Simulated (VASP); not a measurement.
Write the native input for VASP 6.6.1 that does the following.

```
Task                   : single point
Functional             : PBE
Potentials or basis    : VASP PAW PBE potentials, release 64 (Mg, O, Sr_sv)
Cutoff                 : 520 eV
k mesh                 : 8 × 8 × 8
Occupations            : fermi-dirac, width 0.02 eV
Spin                   : no spin polarisation
Dipole correction      : no
Further INCAR settings : ALGO = Normal; EDIFF = 1e-06; NBANDS = 30
```

The structure of SrMg3O4 lies in POSCAR:

```
SrMg3O4
1.0
   -2.3118551072      2.3118551072      4.3826572370
    2.3118551072     -2.3118551072      4.3826572370
    2.3118551072      2.3118551072     -4.3826572370
Mg O Sr
3 4 1
Direct
    0.7500000000      0.2500000000      0.5000000000
    0.0000000000      0.0000000000      0.0000000000
    0.2500000000      0.7500000000      0.5000000000
    0.5000000000      0.0000000000      0.5000000000
    0.7732402591      0.7732402591      0.0000000000
    0.0000000000      0.5000000000      0.5000000000
    0.2267597409      0.2267597409      0.0000000000
    0.5000000000      0.5000000000      0.0000000000
```

The input as run:

INCAR

```
  PREC = Accurate
  ENCUT = 520
  EDIFF = 1E-6
  ISMEAR = -1
  SIGMA = 0.02
  LREAL = F
  LASPH = T
  NELM = 100
  ALGO = Normal
  ISIF = 2
  LWAVE = F
  LCHARG = F
  GGA = PE
  NBANDS = 30
```

KPOINTS

```
regular mesh
0
Gamma
  8 8 8
```

Potentials or basis: VASP PAW PBE potentials, release 64 (Mg, O, Sr_sv).

The run is started by

```sh
$ cat potpaw_PBE.64/Mg/POTCAR potpaw_PBE.64/O/POTCAR potpaw_PBE.64/Sr_sv/POTCAR > POTCAR
$ mpirun -np 1 vasp_std > vasp.out
```

It gave:

| Quantity | Value |
| --- | --- |
| Pressure | 3.7 GPa |
| Largest force | 0.013 eV/Å |
| Band gap on the k mesh | 2.62 eV (least direct gap 2.65 eV) |

Caveat: the cell stands under pressure.

Run time: 2.7 min on 1 thread of Intel(R) Xeon(R) Platinum 8488C (Sapphire Rapids), with other jobs on the host, peak memory 0.35 GiB.
